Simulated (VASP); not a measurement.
Write the native input for VASP 6.6.1 that does the following.

| Property | Result |
| --- | --- |
| Task | relaxation of cell and atoms |
| Functional | PBEsol |
| Dispersion | D3(BJ) |
| Potentials or basis | VASP PAW PBE potentials, release 64 (Ge_d) |
| Cutoff | 500 eV |
| k mesh | 7 × 7 × 4 |
| Occupations | gaussian, width 0.15 eV |
| Spin | no spin polarisation |
| Dipole correction | no |
| Further INCAR settings | ALGO = Normal; EDIFF = 1e-07; IBRION = 2; EDIFFG = -0.01; NSW = 60; ISIF = 3 |

The structure of Ge lies in POSCAR:

```
Ge
1.0
    3.9975858400      0.0000000000      0.0000000000
   -1.9987929200      3.4620108900      0.0000000000
    0.0000000000      0.0000000000      6.5993779500
Ge
4
Direct
    0.6666666667      0.3333333333      0.0629012500
    0.3333333333      0.6666666667      0.5629012500
    0.6666666667      0.3333333333      0.4370987500
    0.3333333333      0.6666666667      0.9370987500
```

This isn't the form of Ge at room conditions, which is diamond.

One way to write it, as run:

INCAR

```
SYSTEM = Ge
PREC = Accurate
ENCUT = 500
EDIFF = 1E-7
ISMEAR = 0
SIGMA = 0.15
LREAL = .FALSE.
LASPH = .TRUE.
NELM = 120
ALGO = Normal
ISIF = 3
LWAVE = .FALSE.
LCHARG = .FALSE.
GGA = PS
IVDW = 12
IBRION = 2
NSW = 60
EDIFFG = -0.01
GGA_COMPAT = .FALSE.
NELMIN = 4
```

KPOINTS

```
Automatic mesh
0
G
  7 7 4
  0 0 0
```

Potentials or basis: VASP PAW PBE potentials, release 64 (Ge_d).

The run is started by

```console
$ cat potpaw_PBE.64/Ge_d/POTCAR > POTCAR
$ mpirun -np 1 vasp_std > vasp.out
```

Results of the run:

```
Relaxed volume                        : 22.18 Å³/atom
Relaxed cell                          : a = 3.964 Å, b = 3.964 Å, c = 6.522 Å, α = 90.00°, β = 90.00°, γ = 120.00°
Space group after relaxing (to 0.1 Å) : P6_3/mmc (No. 194)
Energy gained by relaxing             : 4.3 meV/atom
Ionic steps                           : 6
Pressure after relaxing               : 0.0 GPa
Band gap on the k mesh                : zero (bands 28 and 29 overlap by 0.01 eV)
Dispersion energy per atom            : -0.279 eV
```

Caveat: semilocal functionals underestimate gaps, so a narrow gap can read as zero; the PAW data sets were made with another functional, which shifts forces and pressure a little.

Run time: 2.3 min on 1 thread of Intel(R) Xeon(R) 6975P-C (Granite Rapids), on a shared host, peak memory 0.23 GiB.
